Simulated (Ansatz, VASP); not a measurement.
## Fe5Co in VASP and in Ansatz

Contents of INCAR:

```
SYSTEM = Fe5Co
PREC = Accurate
ENCUT = 520
EDIFF = 1E-6
ISMEAR = 0
SIGMA = 0.1
LREAL = .FALSE.
LASPH = .TRUE.
NELM = 150
ALGO = Normal
ISIF = 2
LWAVE = .FALSE.
LCHARG = .FALSE.
ISPIN = 2
MAGMOM = 2.73 2.73 2.73 2.73 2.73 1.99
LORBIT = 11
LMAXMIX = 4
GGA = PE
NBANDS = 38
```

KPOINTS

```
regular mesh
0
G
  6 6 2
  0 0 0
```

The input POSCAR:

```
Fe5Co
1.0
    2.8424291000      0.0000000000      0.0000000000
    0.0000000000      2.8424291000      0.0000000000
    0.0000000000      0.0000000000      8.5644352000
Fe Co
5 1
Direct
    0.0000000000      0.0000000000      0.8341460000
    0.5000000000      0.5000000000      0.0000000000
    0.0000000000      0.0000000000      0.1658540000
    0.5000000000      0.5000000000      0.3345780000
    0.5000000000      0.5000000000      0.6654220000
    0.0000000000      0.0000000000      0.5000000000
```

Input for Ansatz:

```yaml
crystal:
  lattice:
    - [2.8424291, 0.0, 0.0]
    - [0.0, 2.8424291, 0.0]
    - [0.0, 0.0, 8.5644352]
  atoms:
    - { symbol: Fe, position: [0.0, 0.0, 0.834146], spin: 2.73 }
    - { symbol: Fe, position: [0.5, 0.5, 0.0], spin: 2.73 }
    - { symbol: Fe, position: [0.0, 0.0, 0.165854], spin: 2.73 }
    - { symbol: Fe, position: [0.5, 0.5, 0.334578], spin: 2.73 }
    - { symbol: Fe, position: [0.5, 0.5, 0.665422], spin: 2.73 }
    - { symbol: Co, position: [0.0, 0.0, 0.5], spin: 1.99 }
basis:
  ecutwfc: 420
kpoints:
  mp_grid: { grid: [6, 6, 2] }
hamiltonian:
  xc: pbe
scf:
  occupations: { method: gaussian, width: 0.1 }
  lower_state_search: "off"
output:
  forces: true
  stress: true
  eigenvalues: true
  populations: true
magnetization:
  spin_polarized: true
```

Alike in both runs: task single point; functional PBE; k mesh 6 × 6 × 2; occupations gaussian, width 0.1 eV; collinear spin.

|  | VASP | Ansatz |
| --- | --- | --- |
| version | VASP 6.6.1 | Ansatz 0.2.0 |
| potentials or method | VASP PAW PBE potentials, release 64 (Fe, Co), cutoff 520 eV | scalar-relativistic, plane waves, PAW |
| valence electrons in the cell | 49 | 97 |

|  | VASP | Ansatz | Ansatz less VASP |
| --- | --- | --- | --- |
| gap on the k mesh at the Fermi level (eV) | none | none | - |
| pressure (GPa) | -1.5 | -1.3 | +0.19 |
| traceless stress, the component that is largest in VASP (GPa) | -0.10 | 0.01 | +0.104 |
| rms of the force components (eV/Å) | 0.033 | 0.035 | +0.0016 |
| net moment per atom (μB) | 2.24 | 2.23 | -0.009 |
| size of the moment on the site where the two differ most (μB) | 1.71 | 1.79 | +0.081 |

Site moments also hang on the region over which each program counts them. Atom by atom the forces differ by 0.008 eV/Å (rms over components). A gap of «none» marks a metal or a gap that the smearing closes. VASP's potentials hold 49 valence electrons a cell and Ansatz's 97, so a difference there can come from the potentials and not from the codes.

The k mesh is coarse, so the values compare programs but aren't converged.
